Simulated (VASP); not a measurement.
Input of a VASP 6.6.1 run:

The input INCAR:

```
PREC = Accurate
ENCUT = 520
EDIFF = 1E-7
ISMEAR = 0
SIGMA = 0.1
LREAL = F
LASPH = T
NELM = 80
ALGO = Normal
ISIF = 2
LWAVE = F
LCHARG = F
LDIPOL = T
IDIPOL = 3
DIPOL = 0.5 0.5 0.241
GGA = PE
IVDW = 12
NBANDS = 28
```

The input KPOINTS:

```
regular mesh
0
Gamma
  6 6 1
```

POSCAR

```
HC4
1.0
    4.9314011428      0.0000000001      0.0000000000
   -2.4657005715      4.2707186659      0.0000000000
    0.0000000000      0.0000000000     18.0000000000
C H
8 2
Direct
    0.1666666667      0.3333333333      0.2222222222
    0.1666666667      0.8333333333      0.2222222222
    0.6666666667      0.3333333333      0.2222222222
    0.6666666667      0.8333333333      0.2222222222
    0.3333333333      0.1666666667      0.2222222222
    0.3333333333      0.6666666667      0.2222222222
    0.8333333333      0.1666666667      0.2222222222
    0.8333333333      0.6666666667      0.2222222222
    0.1739562988      0.1739571079      0.3183333333
    0.3260437012      0.3260428921      0.3183333333
```

Potentials or basis: VASP PAW PBE potentials, release 64 (C, H).

Command:

```sh
$ cat potpaw_PBE.64/C/POTCAR potpaw_PBE.64/H/POTCAR > POTCAR
$ mpirun -np 1 vasp_std > vasp.out
```

(1) Predict the largest force.

(2) Estimate the dispersion energy per atom.

(3) Estimate the band gap on the k mesh.

Answers

(1) 2.295 eV/Å.

(2) -0.084 eV.

(3) 0.26 eV.
